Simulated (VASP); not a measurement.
Crystal: MnPt2.

```
Pt Mn
1.0
     2.85840    0.00000    0.00000
    -1.42920    2.47545    0.00000
     0.00000    0.00000    6.53250
Pt Mn
2 1
Direct
  0.66667 0.33333 0.31621
  0.33333 0.66667 0.68379
  0.00000 0.00000 0.00000
```

Base run:

```yaml
Program: VASP 6.6.1
Functional: PBEsol
Potentials_or_basis: VASP PAW PBE potentials, release 64 (Pt, Mn_pv)
Cutoff: 520 eV
k_mesh: 9 × 9 × 4
Occupations: fermi-dirac, width 0.05 eV
Spin: collinear spin, ferromagnetic start
Starting_moments: "[0.0, 0.0, 1.0] μB"
Fixed_moment: 1 μB
```

Its results: pressure -23.2 GPa; site moments Pt -0.20; Mn +1.38 μB; largest force 0.293 eV/Å.

Task: The run is repeated on the same cell with these changes: fixed moment from 1 μB to 4 μB; moments at the start from [0.0, 0.0, 1.0] to [0.0, 0.0, 4.0]. What comes out?

Result: Pressure -11.2 GPa; site moments Pt +0.14; Mn +3.55 μB; largest force 0.065 eV/Å.

Caveats: the PAW data sets were made with another functional, which shifts forces and pressure a little; the total moment is fixed, so each spin has its own Fermi level and the state may be an excited one; the stress differs along the axes, from -26 to -17 GPa (at least some runs); the cell stands under tension (at least some runs).
